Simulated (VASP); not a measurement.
Wanted: the native input for a VASP 6.6.1 run.

| Property | Result |
| --- | --- |
| Task | single point |
| Functional | PBE |
| Potentials or basis | VASP PAW PBE potentials, release 64 (Ge_d) |
| Cutoff | 520 eV |
| k mesh | 2 × 2 × 2, shifted |
| Occupations | fermi-dirac, width 0.1034 eV |
| Spin | no spin polarisation |
| Dipole correction | no |
| Further INCAR settings | LREAL = Auto; ALGO = Normal; EDIFF = 1e-06; NBANDS = 186 |

The structure of Ge lies in POSCAR:

```
Ge
1.0
    5.3059851925      5.3099879177      2.9027016363
   -5.3059851925      5.3099879177      2.9027016363
    0.0000000000      0.0000000000      8.7081049089
Ge
24
Direct
    0.1689705085      0.6539607425      0.1653672212
    0.1780673489      0.2123084923      0.1239188570
    0.0439894585      0.6308431505      0.6384925698
    0.6133681949      0.5440634406      0.3565801435
    0.0514044342      0.0939132223      0.5864469083
    0.7410872652      0.0805752447      0.1762886304
    0.1116645244      0.5599714671      0.9346459641
    0.6840598753      0.7251954970      0.5488669664
    0.1197457080      0.2020584141      0.8603110237
    0.5312475736      0.1521573713      0.5585147859
    0.5686102134      0.6273887415      0.9941571636
    0.5499924416      0.2398440072      0.8607331361
    0.3780324031      0.4732211346      0.6862157755
    0.3506655029      0.8492839317      0.8367606831
    0.4390159103      0.2805341262      0.1975878736
    0.8032200608      0.3860952631      0.8223143311
    0.3679235312      0.8848186790      0.1587704961
    0.8149451460      0.9271791570      0.8452147754
    0.2611346895      0.4539801203      0.4389387945
    0.8505054293      0.3530675541      0.1589195062
    0.3829802934      0.9197492245      0.4612190527
    0.8495980015      0.7590981259      0.1632690618
    0.8760478933      0.3962602747      0.5108993340
    0.9971754353      0.9359606018      0.3659683588
```

This cell differs from its parent crystal: dynamics (nvt langevin) at 1200 K, volume x 1.06, from the last frame before.

One way to write it, as run:

INCAR

```
PREC = Accurate
ENCUT = 520
EDIFF = 1E-6
ISMEAR = -1
SIGMA = 0.1034
LREAL = Auto
LASPH = True
NELM = 100
ALGO = Normal
ISIF = 2
LWAVE = False
LCHARG = False
GGA = PE
NBANDS = 186
KPAR = 2
NCORE = 2
```

KPOINTS

```
Automatic mesh
0
Gamma
  2 2 2
  0.5 0.5 0.5
```

Potentials or basis: VASP PAW PBE potentials, release 64 (Ge_d).

The run is started by

```console
$ cat potpaw_PBE.64/Ge_d/POTCAR > POTCAR
$ mpirun -np 4 vasp_std > vasp.out
```

It gave:

```json
{
  "Pressure": "2.5 GPa",
  "Largest force": "1.957 eV/Å",
  "Band gap on the k mesh": "zero (bands 168 and 169 overlap by 0.16 eV)"
}
```

Caveat: the k points lie up to 0.42 Å⁻¹ apart; the atoms stand as in a frame of molecular dynamics; semilocal functionals underestimate gaps, and a narrow one can read as zero; forces of over 1 eV/Å act on the atoms, so gaps and moduli don't describe the material at rest.

It took 5.8 min on 4 MPI ranks on Oxide Virtual Turin-like Processor (shared host), peak memory 0.4 GiB a rank.
